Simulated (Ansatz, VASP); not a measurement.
# MnAs: VASP and Ansatz over several settings

```xyz
4
Lattice="3.7100 0.0000 0.0000 -1.8550 3.2130 0.0000 0.0000 0.0000 5.6910" Properties=species:S:1:pos:R:3 pbc="T T T"
As    1.8550    1.0710    4.2683
As    0.0000    2.1420    1.4227
Mn    0.0000    0.0000    2.8455
Mn    0.0000    0.0000    0.0000
```

Single points on this cell with VASP 6.6.1 and Ansatz 0.2.0. Each row is one pair of runs. Alike in all rows: spin: collinear, typed start; VASP's potentials, cutoff: VASP PAW PBE potentials, release 64 (As, Mn_pv), 520 eV; Ansatz's potentials, cutoff: Ansatz PAW, 420 eV.

| level | k mesh | smearing | gap on the k mesh at the Fermi level (eV), VASP | gap on the k mesh at the Fermi level (eV), Ansatz | pressure (GPa), VASP | pressure (GPa), Ansatz | net moment per atom (μB), VASP | net moment per atom (μB), Ansatz |
| --- | --- | --- | --- | --- | --- | --- | --- | --- |
| PBEsol | 7 × 7 × 4 | fermi-dirac, width 0.05 eV | - | - | - | - | 4.00 | 4.00 |
| PBE | 8 × 8 × 5 | gaussian, width 0.025 eV | none | none | -3.3 | -3.4 | 1.57 | 1.57 |
| PBE | 8 × 8 × 5 | gaussian, width 0.027 eV | none | none | -3.2 | -3.4 | 1.57 | 1.57 |
| PBE | 8 × 8 × 5 | gaussian, width 0.028 eV | none | none | -3.2 | -3.4 | 1.57 | 1.57 |
| PBE | 8 × 8 × 5 | gaussian, width 0.011 eV | ? | none | ? | -3.4 | ? | 1.57 |
| PBE | 8 × 8 × 5 | gaussian, width 0.029 eV | none | none | -3.2 | -3.4 | 1.57 | 1.57 |

Problem. Fill in what VASP gave in row 5.

Solution. gap on the k mesh at the Fermi level (eV): none; pressure (GPa): -3.2; net moment per atom (μB): 1.57.

VASP's potentials hold 36 valence electrons a cell and Ansatz's 60, so a difference there can come from the potentials and not from the codes.

A gap of «none» marks a metal or a gap that the smearing closes.
